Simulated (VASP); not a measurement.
# TiAl3 (I4/mmm) in VASP: further runs

Runs on TiAl3. Level: PBE. Tasks: single point.

All numbers are computed with VASP 6.6.1; they aren't measurements. Logs are shortened: lines on timing, memory, paths and dates and some standing lists are left out, and cuts for length are marked.

## 1. The cell of the first run

Symmetry: I4/mmm, No. 139, tetragonal system. The conventional cell has a = 3.822 Å, b = 3.822 Å, c = 8.561 Å, α = 90.00°, β = 90.00°, γ = 90.00°. Within 3.6 Å of Ti (site symmetry 4/mmm) lie 12 Al at 2.70 to 2.87 Å. Within 3.6 Å of Al (site symmetry -4m2) lie 8 Al at 2.70 to 2.87 Å and 4 Ti at 2.87 Å. Within 3.6 Å of Al (site symmetry 4/mmm) lie 4 Ti at 2.70 Å and 8 Al at 2.87 Å.

## 2. Single point, PBE

Contents of INCAR:

```
SYSTEM = TiAl3
PREC = Accurate ; ENCUT = 520
EDIFF = 1E-7 ; ISMEAR = 0
SIGMA = 0.019000000000000003 ; LREAL = .False.
LASPH = .True. ; NELM = 60
ALGO = Normal ; ISIF = 2
LWAVE = .False. ; LCHARG = .False.
GGA = PE ; NBANDS = 18
```

Contents of KPOINTS:

```
Automatic mesh
0
Gamma
  10 10 10
  0 0 0
```

Contents of POSCAR:

```
TiAl3
1.0
   -1.9111067713      1.9111067713      4.2806687947
    1.9111067713     -1.9111067713      4.2806687947
    1.9111067713      1.9111067713     -4.2806687947
Ti Al
1 3
Direct
    0.0000000000      0.0000000000      0.0000000000
    0.2500000000      0.7500000000      0.5000000000
    0.7500000000      0.2500000000      0.5000000000
    0.5000000000      0.5000000000      0.0000000000
```

Potentials or basis: VASP PAW PBE potentials, release 64 (Ti_sv, Al).

Run with:

```
$ cat potpaw_PBE.64/Ti_sv/POTCAR potpaw_PBE.64/Al/POTCAR > POTCAR
$ mpirun -np 1 vasp_std > vasp.out
```

OUTCAR:

```text
SYSTEM = TiAl3
   PREC = Accurate
   ENCUT = 520
   EDIFF = 1E-7
   ISMEAR = 0
   LREAL = .False.
   LASPH = .True.
   NELM = 60
   ISIF = 2
   GGA = PE

 ion  position               nearest neighbor table
   1  0.000  0.000  0.000-   4 2.70   4 2.70   4 2.70   4 2.70   3 2.87   2 2.87   3 2.87   2 2.87
                             3 2.87   3 2.87   2 2.87   2 2.87
   2  0.250  0.750  0.500-   3 2.70   3 2.70   3 2.70   3 2.70   4 2.87   1 2.87   4 2.87   4 2.87
                             1 2.87   1 2.87   4 2.87   1 2.87
   3  0.750  0.250  0.500-   2 2.70   2 2.70   2 2.70   2 2.70   4 2.87   1 2.87   4 2.87   1 2.87
                             4 2.87   4 2.87   1 2.87   1 2.87
   4  0.500  0.500  0.000-   1 2.70   1 2.70   1 2.70   1 2.70   3 2.87   2 2.87   3 2.87   3 2.87
                             2 2.87   2 2.87   3 2.87   2 2.87

  LATTYP: Found a body centered tetragonal cell.
 ALAT       =     3.8222135426
 C/A-ratio  =     2.2398899208

  Lattice vectors:

 A1 = (  -1.9111067713,   1.9111067713,   4.2806687947)
 A2 = (   1.9111067713,  -1.9111067713,   4.2806687947)
 A3 = (   1.9111067713,   1.9111067713,  -4.2806687947)

Analysis of symmetry for initial positions (statically):
=====================================================================
 Subroutine PRICEL returns:
 Original cell was already a primitive cell.

 Routine SETGRP: Setting up the symmetry group for a
 body centered tetragonal supercell.

 Subroutine GETGRP returns: Found 16 space group operations
 (whereof 16 operations were pure point group operations)
 out of a pool of 16 trial point group operations.

The static configuration has the point symmetry D_4h.

Analysis of symmetry for dynamics (positions and initial velocities):
=====================================================================
 Subroutine PRICEL returns:
 Original cell was already a primitive cell.

 Routine SETGRP: Setting up the symmetry group for a
 body centered tetragonal supercell.

 Subroutine GETGRP returns: Found 16 space group operations
 (whereof 16 operations were pure point group operations)
 out of a pool of 16 trial point group operations.

The dynamic configuration has the point symmetry D_4h.

 Subroutine INISYM returns: Found 16 space group operations
 (whereof 16 operations are pure point group operations),
 and found     1 'primitive' translations

----------------------------------------------------------------------------------------

                                     Primitive cell

  volume of cell :      62.5376

  direct lattice vectors                    reciprocal lattice vectors
    -1.911106771  1.911106771  4.280668795     0.000000000  0.261628501  0.116804178
     1.911106771 -1.911106771  4.280668795     0.261628501  0.000000000  0.116804178
     1.911106771  1.911106771 -4.280668795     0.261628501  0.261628501  0.000000000

  length of vectors
     5.062487878  5.062487878  5.062487878     0.286518217  0.286518217  0.369998575

  position of ions in fractional coordinates (direct lattice)
     0.000000000  0.000000000  0.000000000
     0.250000000  0.750000000  0.500000000
     0.750000000  0.250000000  0.500000000
     0.500000000  0.500000000  0.000000000

  ion indices of the primitive-cell ions
   primitive index   ion index
                 1           1
                 2           2
                 3           3
                 4           4

----------------------------------------------------------------------------------------

 KPOINTS: Automatic mesh

Automatic generation of k-mesh.
 Grid dimensions read from file:
 generate k-points for:   10   10   10

 Generating k-lattice:

  Cartesian coordinates                     Fractional coordinates (reciprocal lattice)
     0.000000000  0.026162850  0.011680418     0.100000000  0.000000000  0.000000000
     0.026162850  0.000000000  0.011680418     0.000000000  0.100000000  0.000000000
     0.026162850  0.026162850  0.000000000     0.000000000  0.000000000  0.100000000

  Length of vectors
     0.028651822  0.028651822  0.036999857

  Shift w.r.t. Gamma in fractional coordinates (k-lattice)
     0.000000000  0.000000000  0.000000000

 Subroutine IBZKPT returns following result:
 ===========================================

 Found    102 irreducible k-points:

 Following reciprocal coordinates:
            Coordinates               Weight
  0.000000  0.000000  0.000000      1.000000
  0.100000  0.000000 -0.000000      8.000000
  0.200000  0.000000 -0.000000      8.000000
  0.300000  0.000000 -0.000000      8.000000
  0.400000  0.000000  0.000000      8.000000
  0.500000  0.000000 -0.000000      4.000000
[... 16 lines left out ...]
  0.300000  0.300000  0.000000      8.000000
  0.400000  0.300000 -0.000000     16.000000
 [... further k-points ...]
   k-points           NKPTS =    102   k-points in BZ     NKDIM =    102   number of bands    NBANDS=     18
   number of dos      NEDOS =    301   number of ions     NIONS =      4
   total plane-waves  NPLWV =  64000
   dimension x,y,z NGX =    40 NGY =   40 NGZ =   40
   dimension x,y,z NGXF=    80 NGYF=   80 NGZF=   80
   ions per type =               1   3
   NGX,Y,Z   is equivalent  to a cutoff of  13.14, 13.14, 13.14 a.u.
   NGXF,Y,Z  is equivalent  to a cutoff of  26.27, 26.27, 26.27 a.u.
 SYSTEM =  TiAl3
   PREC   = accura    normal or accurate (medium, high low for compatibility)
   ISTART =      0    job   : 0-new  1-cont  2-samecut
   ICHARG =      2    charge: 1-file 2-atom 10-const
   ISPIN  =      1    spin polarized calculation?
   LNONCOLLINEAR =      F non collinear calculations
   LSORBIT =      F    spin-orbit coupling
   LASPH  =      T    aspherical Exc in radial PAW
   ENCUT  =  520.0 eV  38.22 Ry    6.18 a.u.   9.41  9.41  9.41*2*pi/ulx,y,z
   NELM   =     60;   NELMIN=  2; NELMDL= -5     # of ELM steps
   EDIFF  = 0.1E-06   stopping-criterion for ELM
   LREAL  =      F    real-space projection
   EDIFFG = 0.1E-05   stopping-criterion for IOM
   NSW    =      0    number of steps for IOM
   IBRION =     -1    ionic relax: 0-MD 1-quasi-New 2-CG
   NFREE  =      0    steps in history (QN), initial steepest desc. (CG)
   ISIF   =      2    stress and relaxation
   ISYM   =      2    0-nonsym 1-usesym 2-fastsym
   POTIM  = 0.5000    time-step for ionic-motion
   TEBEG  =    0.0;   TEEND  =   0.0 temperature during run
   PSTRESS=    0.0 pullay stress
   NELECT =      21.0000    total number of electrons
   NUPDOWN=      -1.0000    fix difference up-down
   EMIN   =  10.00;   EMAX   =-10.00  energy-range for DOS
   EFERMI =   0.00;   METHOD = LEGACY
   ISMEAR =     0;   SIGMA  =   0.02  broadening in eV -4-tet -1-fermi 0-gaus
   EFERMI_NEDOS =   21; number of points for ismear=-14 and -15
   IALGO  =     38    algorithm
   IMIX   =      4    mixing-type and parameters
     AMIX     =   0.40;   BMIX     =  1.00
     AMIX_MAG =   1.60;   BMIX_MAG =  1.00
  volume/ion in A,a.u.               =      15.63       105.51
  Fermi-wavevector in a.u.,A,eV,Ry     =   1.137891  2.150303 17.616776  1.294796
  Thomas-Fermi vector in A             =   2.274596
   LORBIT       =      0    0 simple, 1 ext, 2 COOP (PROOUT), +10 PAW based schemes
   GGA     = PE    functional components
   LHFCALC =     F    Hartree Fock is set to
   AEXX    =    0.0000 exact exchange contribution
   IVDW    =     0    specifies the selected vdW correction
   LEPSILON=     F    determine dielectric tensor
   LRPA    =     F    only Hartree local field effects (RPA)
 non-spin polarized calculation
 Gauss-broadening in eV      SIGMA  =   0.02
  energy-cutoff  :      520.00
  volume of cell :       62.54
 maximum number of plane-waves:      1699
 NGX is ok and might be reduce to    40
   NGX = 19   NGY = 19   NGZ = 19

 number of electron      20.9999999 magnetization

 Free energy of the ion-electron system (eV)
  ---------------------------------------------------
  ext. energy  EPLUGINS =         0.00000000
  ---------------------------------------------------
  free energy    TOTEN  =       -20.65432264 eV

  energy without entropy =      -20.65382160  energy(sigma->0) =      -20.65407212

 E-fermi :   8.3683     XC(G=0): -10.7944

 val. band max:        8.3616827930   @ k =   0.2000   0.0000  -0.0000
 cond. band min:       8.3692387951   @ k =   0.5000   0.5000   0.3000
 fundamental gap:      0.0075560021
 Fermi energy:         8.3683297392

 k-point     1 :       0.0000    0.0000    0.0000
  band No.  band energies     occupation
      1     -48.0876      2.00000
      2     -24.4033      2.00000
      3     -24.4033      2.00000
      4     -24.3283      2.00000
      5      -1.7642      2.00000
      6       5.4992      2.00000
[... 10 lines left out ...]
     17      12.1918      0.00000
     18      12.1918      0.00000

 k-point     2 :       0.1000    0.0000   -0.0000
  band No.  band energies     occupation
      1     -48.0875      2.00000
      2     -24.4060      2.00000
      3     -24.4031      2.00000
      4     -24.3281      2.00000
      5      -1.6391      2.00000
      6       5.0291      2.00000
[... 10 lines left out ...]
     17      12.2332      0.00000
     18      12.8803      0.00000

 k-point     3 :       0.2000    0.0000   -0.0000
  band No.  band energies     occupation
      1     -48.0872      2.00000
      2     -24.4130      2.00000
      3     -24.4027      2.00000
      4     -24.3278      2.00000
      5      -1.2674      2.00000
      6       4.4553      2.00000
[... 10 lines left out ...]
     17      12.5107      0.00000
     18      14.0457      0.00000

 k-point     4 :       0.3000    0.0000   -0.0000
  band No.  band energies     occupation
      1     -48.0868      2.00000
      2     -24.4217      2.00000
      3     -24.4021      2.00000
      4     -24.3274      2.00000
      5      -0.6605      2.00000
      6       3.5473      2.00000
[... 375 lines left out ...]
      4     -24.3269      2.00000
      5      -0.9395      2.00000
      6       5.2988      2.00000
[... 10 lines left out ...]
     17      12.4855      0.00000
     18      14.3174      0.00000

 k-point    23 :       0.3000    0.3000    0.0000
  band No.  band energies     occupation
      1     -48.0859      2.00000
      2     -24.4200      2.00000
      3     -24.4193      2.00000
      4     -24.3263      2.00000
      5       0.6981      2.00000
      6       3.2547      2.00000
[... 10 lines left out ...]
     17      13.9933      0.00000
     18      14.5029      0.00000

 k-point    24 :       0.4000    0.3000   -0.0000
  band No.  band energies     occupation
      1     -48.0856      2.00000
      2     -24.4263      2.00000
      3     -24.4188      2.00000
      4     -24.3256      2.00000
      5       1.5236      2.00000
      6       2.6472      2.00000
[... 10 lines left out ...]
     17      13.2044      0.00000
     18      14.4242      0.00000

 [... further k-points ...]

------------------------ aborting loop because EDIFF is reached ----------------------------------------

  FORCE on cell =-STRESS in cart. coord.  units (eV):
  Direction    XX          YY          ZZ          XY          YZ          ZX
  --------------------------------------------------------------------------------------
  -------------------------------------------------------------------------------------
  Total        0.8349841      0.8349841      0.7415659      0.0000000      0.0000000      0.0000000
  in kB       21.3917975     21.3917975     18.9984788      0.0000000      0.0000000      0.0000000
  external PRESSURE =      20.5940246 kB  Pullay stress =       0.0000000 kB

 VOLUME and BASIS-vectors are now :
 -----------------------------------------------------------------------------
  energy-cutoff  :      520.00
  volume of cell :       62.54
      direct lattice vectors                 reciprocal lattice vectors
    -1.911106771  1.911106771  4.280668795     0.000000000  0.261628501  0.116804178
     1.911106771 -1.911106771  4.280668795     0.261628501  0.000000000  0.116804178
     1.911106771  1.911106771 -4.280668795     0.261628501  0.261628501  0.000000000

 POSITION                                       TOTAL-FORCE (eV/Angst)
 -----------------------------------------------------------------------------------
      0.00000      0.00000      0.00000        -0.000000     -0.000000      0.000000
      1.91111      0.00000      2.14033         0.000000     -0.000000     -0.000000
      0.00000      1.91111      2.14033        -0.000000      0.000000      0.000000
      0.00000      0.00000      4.28067        -0.000000     -0.000000      0.000000
 -----------------------------------------------------------------------------------
    total drift:                               -0.000000     -0.000000      0.000000

  FREE ENERGIE OF THE ION-ELECTRON SYSTEM (eV)
  ---------------------------------------------------
  free  energy   TOTEN  =       -20.6543226449 eV

  energy  without entropy=      -20.6538215987  energy(sigma->0) =      -20.65407212
```

It took 1.9 min on 1 thread of Intel Xeon 6975P-C (Granite Rapids), shared host; peak memory 0.3 GiB.

Results:

```yaml
Free_energy: -20.6543 eV
Pressure: 2.1 GPa
Band_gap_on_the_k_mesh: zero (an odd number of electrons rules out a gap without spin polarisation)
```

Stress tensor (GPa, compression positive):
```
2.14 0.00 0.00
0.00 2.14 0.00
0.00 0.00 1.90
```

Levels at points of the mesh, in eV from the Fermi level:
```csv
k point,band 9,band 10,band 11,band 12,band 13,band 14
"(0.00, 0.00, 0.00)",-1.24,-1.24,0.83,1.74,1.74,2.23
"(0.50, 0.00, 0.00)",-1.07,-0.27,0.50,1.82,2.09,2.72
"(0.50, 0.50, 0.00)",-2.72,-2.21,-1.00,1.77,1.96,2.70
"(0.50, 0.50, 0.50)",-0.93,-0.24,0.70,0.70,0.95,3.08
```

## 3. Single point, PBE

Contents of INCAR:

```
PREC = Accurate ; ENCUT = 520
EDIFF = 1E-6 ; ISMEAR = 0
SIGMA = 0.02 ; LREAL = False
LASPH = True ; NELM = 100
ALGO = Fast ; ISIF = 2
LWAVE = False ; LCHARG = True
GGA = PE ; LELF = True
LVHAR = True ; NBANDS = 18
```

Contents of KPOINTS:

```
regular mesh
0
Gamma
  10 10 10
```

POSCAR is that of step 2.

Potentials or basis: VASP PAW PBE potentials, release 64 (Ti_sv, Al).

Run with:

```
$ cat potpaw_PBE.64/Ti_sv/POTCAR potpaw_PBE.64/Al/POTCAR > POTCAR
$ mpirun -np 1 vasp_std > vasp.out
```

Run time: 4.3 min. Hardware: 1 thread of Intel Xeon 6975P-C (Granite Rapids), shared host; peak memory 0.31 GiB.

Results (log left out):

```yaml
Free_energy: -20.6543 eV
Pressure: 2.0 GPa
Band_gap_on_the_k_mesh: zero (an odd number of electrons rules out a gap without spin polarisation)
```

Stress tensor (GPa, compression positive):
```
2.11 0.00 0.00
0.00 2.11 0.00
0.00 0.00 1.87
```

Levels at points of the mesh, in eV from the Fermi level:
| k point | band 9 | band 10 | band 11 | band 12 | band 13 | band 14 |
| --- | --- | --- | --- | --- | --- | --- |
| (0.00, 0.00, 0.00) | -1.24 | -1.24 | 0.83 | 1.74 | 1.74 | 2.23 |
| (0.50, 0.00, 0.00) | -1.07 | -0.27 | 0.50 | 1.82 | 2.09 | 2.72 |
| (0.50, 0.50, 0.00) | -2.72 | -2.21 | -1.00 | 1.77 | 1.96 | 2.70 |
| (0.50, 0.50, 0.50) | -0.93 | -0.24 | 0.70 | 0.70 | 0.95 | 3.08 |
